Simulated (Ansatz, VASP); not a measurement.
# Sr in VASP and in Ansatz

Contents of INCAR:

```
SYSTEM = Sr
PREC = Accurate ; ENCUT = 520
EDIFF = 1E-6 ; ISMEAR = 0
SIGMA = 0.15 ; LREAL = .False.
LASPH = .True. ; NELM = 60
ALGO = Fast ; ISIF = 2
LWAVE = .False. ; LCHARG = .False.
GGA = PS ; NBANDS = 17
```

KPOINTS

```
Automatic mesh
0
Gamma
  12 12 8
  0 0 0
```

Contents of POSCAR:

```
Sr
1.0
    4.4393002273      0.0000000000      0.0000000000
   -2.2196501137      3.8445467718      0.0000000000
    0.0000000000      0.0000000000      7.0500000000
Sr
2
Direct
    0.3333333333      0.6666666667      0.2500000000
    0.6666666667      0.3333333333      0.7500000000
```

Input for Ansatz:

```yaml
crystal:
  lattice:
    - [4.4393002273, 0.0, 0.0]
    - [-2.2196501137, 3.8445467718, 0.0]
    - [0.0, 0.0, 7.05]
  atoms:
    - { symbol: Sr, position: [0.3333333333, 0.6666666667, 0.25] }
    - { symbol: Sr, position: [0.6666666667, 0.3333333333, 0.75] }
basis:
  ecutwfc: 420
kpoints:
  mp_grid: { grid: [12, 12, 8] }
hamiltonian:
  xc: pbesol
scf:
  occupations: { method: gaussian, width: 0.15 }
output:
  forces: true
  stress: true
  eigenvalues: true
```

Change from the starting cell: strain +0.0300 x Voigt [1, 1, 0, 0, 0, 0], atoms carried along.

Alike in both runs: task single point; functional PBEsol; k mesh 12 × 12 × 8; occupations gaussian, width 0.15 eV; no spin polarisation.

|  | VASP | Ansatz |
| --- | --- | --- |
| version | VASP 6.6.1 | Ansatz 0.2.0 |
| potentials or method | VASP PAW PBE potentials, release 64 (Sr_sv), cutoff 520 eV | scalar-relativistic, plane waves, PAW |
| valence electrons in the cell | 20 | 20 |

|  | VASP | Ansatz | Ansatz less VASP |
| --- | --- | --- | --- |
| gap on the k mesh at the Fermi level (eV) | none | none | - |
| pressure (GPa) | -1.3 | -1.3 | -0.01 |
| traceless stress, the component that is largest in VASP (GPa) | 0.32 | 0.32 | -0.001 |

VASP's potentials were made for PBE, not for PBEsol. A gap of «none» marks a metal or a gap that the smearing closes.
